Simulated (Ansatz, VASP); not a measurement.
## Y: VASP beside Ansatz

File POSCAR:

```
Y
1.0
   -2.1137206255      2.1137206255      2.1137206255
    2.1137206255     -2.1137206255      2.1137206255
    2.1137206255      2.1137206255     -2.1137206255
Y
1
Direct
    0.0000000000      0.0000000000      0.0000000000
```

Contents of INCAR.step1:

```
SYSTEM = Y
PREC = Accurate
ENCUT = 520
ISMEAR = -1
SIGMA = 0.1
LREAL = .FALSE.
LASPH = .TRUE.
NELM = 60
NBANDS = 12
GGA = PE
ALGO = Normal
EDIFF = 1E-4
LWAVE = .TRUE.
LCHARG = .FALSE.
```

Contents of INCAR.step2:

```
SYSTEM = Y
PREC = Accurate
ENCUT = 520
EDIFF = 1E-6
ISMEAR = -1
SIGMA = 0.1
LREAL = .FALSE.
LASPH = .TRUE.
NELM = 60
ALGO = Normal
ISIF = 2
LWAVE = .FALSE.
LCHARG = .FALSE.
METAGGA = R2SCAN
LMIXTAU = .TRUE.
NBANDS = 12
ISTART = 1
```

File KPOINTS:

```
regular mesh
0
G
  12 12 12
  0 0 0
```

Input for Ansatz:

```yaml
crystal:
  lattice:
    - [-2.1137206255, 2.1137206255, 2.1137206255]
    - [2.1137206255, -2.1137206255, 2.1137206255]
    - [2.1137206255, 2.1137206255, -2.1137206255]
  atoms:
    - { symbol: "Y", position: [0.0, 0.0, 0.0] }
hamiltonian:
  xc: r2scan
  pseudopotentials:
    kind: paw
    azcp:
      "Y": "pseudopotentials/Y.paw.azcp"
basis:
  ecutwfc: 500
  fft_grid_basis: typed
kpoints:
  mp_grid: { grid: [12, 12, 12], shift: [0, 0, 0] }
magnetization:
  spin_polarized: false
scf:
  occupations: { method: fermi_dirac, width: 0.1 }
  lower_state_search: "off"
output:
  stress: true
```

Alike in both runs: task single point; functional r2SCAN; k mesh 12 × 12 × 12; occupations fermi-dirac, width 0.1 eV; no spin polarisation.

|  | VASP | Ansatz |
| --- | --- | --- |
| version | VASP 6.6.1 | Ansatz 0.2.0 |
| potentials or method | VASP PAW PBE potentials, release 64 (Y_sv), cutoff 520 eV | plane waves (500 eV) with PAW, scalar-relativistic |
| valence electrons in the cell | 11 | 11 |

VASP gave:

* pressure (GPa): -3.6

Q: Estimate Ansatz's values.

A: Pressure (GPa): -3.7.

VASP's potentials were made for PBE, not for r2SCAN.
